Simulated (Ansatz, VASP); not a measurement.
Tl2Cu2GeTe: VASP beside Ansatz

```
Tl Cu Ge Te
1.0
     4.31003    0.00000    0.00000
    -2.15501    3.73259    0.00000
     0.00000    0.00000    9.80118
Tl Cu Ge Te
2 2 1 1
Direct
  0.66667 0.33333 0.79996
  0.33333 0.66667 0.20004
  0.66667 0.33333 0.51685
  0.33333 0.66667 0.48315
  0.00000 0.00000 0.50000
  0.00000 0.00000 0.00000
```

Alike in both runs: functional PBE; k mesh 12 × 12 × 4; occupations gaussian, width 0.1 eV; no spin polarisation.

Ansatz relaxed the structure, and its values are those at the end. VASP's run is a single point on that final structure, the one shown.

|  | VASP | Ansatz |
| --- | --- | --- |
| version | VASP 6.6.1 | Ansatz 0.2.0 |
| potentials or method | VASP PAW PBE potentials, release 64 (Tl_d, Cu, Ge_d, Te), cutoff 520 eV | scalar-relativistic, plane waves, PAW |
| valence electrons in the cell | 68 | 94 |

```tsv
	VASP	Ansatz	Ansatz less VASP
gap on the k mesh at the Fermi level (eV)	none	none	-
pressure (GPa)	0.1	0.0	-0.07
```

A gap of «none» marks a metal or a gap that the smearing closes. VASP's potentials hold 68 valence electrons a cell and Ansatz's 94, so a difference there can come from the potentials and not from the codes.

Spin-orbit coupling is off throughout.
